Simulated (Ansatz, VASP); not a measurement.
One calculation of Sb, two programs

File INCAR:

```
SYSTEM = Sb
  ALGO = Normal
  EDIFF = 1E-8
  ENCUT = 520
  GGA = PE
  ISIF = 2
  ISMEAR = -1
  LASPH = .TRUE.
  LCHARG = .FALSE.
  LEFG = .TRUE.
  LREAL = .FALSE.
  LWAVE = .FALSE.
  NBANDS = 12
  NELM = 60
  PREC = Accurate
  SIGMA = 0.05
```

The input KPOINTS:

```
k-points
0
G
  9 9 9
  0 0 0
```

Contents of POSCAR:

```
Sb
1.0
    2.1361663378      1.2333162102      3.7188717261
   -2.1361663378      1.2333162102      3.7188717261
    0.0000000000     -2.4666324202      3.7188717261
Sb
2
Direct
    0.2336400000      0.2336400000      0.2336400000
    0.7663600000      0.7663600000      0.7663600000
```

Input for Ansatz:

```yaml
crystal:
  lattice:
    - [2.1361663378, 1.2333162102, 3.7188717261]
    - [-2.1361663378, 1.2333162102, 3.7188717261]
    - [0.0, -2.4666324202, 3.7188717261]
  atoms:
    - { symbol: Sb, position: [0.23364, 0.23364, 0.23364] }
    - { symbol: Sb, position: [0.76636, 0.76636, 0.76636] }
kpoints:
  mp_grid: { grid: [9, 9, 9] }
scf:
  occupations: { method: fermi_dirac, width: 0.05 }
hamiltonian:
  xc: pbe
  pseudopotentials: { kind: all_electron, datasets: crystal }
output:
  forces: true
  stress: true
  eigenvalues: true
  efg: { contact_densities: true }
```

Change from the starting cell: volume scaled by 0.98, crystal datasets.

Alike in both runs: task electric field gradients; functional PBE; k mesh 9 × 9 × 9; occupations fermi-dirac, width 0.05 eV; no spin polarisation.

|  | VASP | Ansatz |
| --- | --- | --- |
| version | VASP 6.6.1 | Ansatz 0.2.0 |
| potentials or method | VASP PAW PBE potentials, release 64 (Sb), cutoff 520 eV | all-electron PAW with datasets made for the crystal, scalar-relativistic |

Ansatz gave:

* pressure (GPa): 4.5
* traceless stress, the component that is largest in VASP (GPa): -0.48
* rms of the force components (eV/Å): 0.179
* size of Vzz on the site where it differs most (V/Å²): 50.4

Task: What did VASP give for the same quantities?

Result: Pressure (GPa): 4.6; traceless stress, the component that is largest in VASP (GPa): -0.53; rms of the force components (eV/Å): 0.207; size of Vzz on the site where it differs most (V/Å²): 46.1.

Atom by atom the forces differ by 0.029 eV/Å (rms over components). Ansatz ran all-electron here, and VASP with PAW potentials.

Spin-orbit coupling is off throughout.
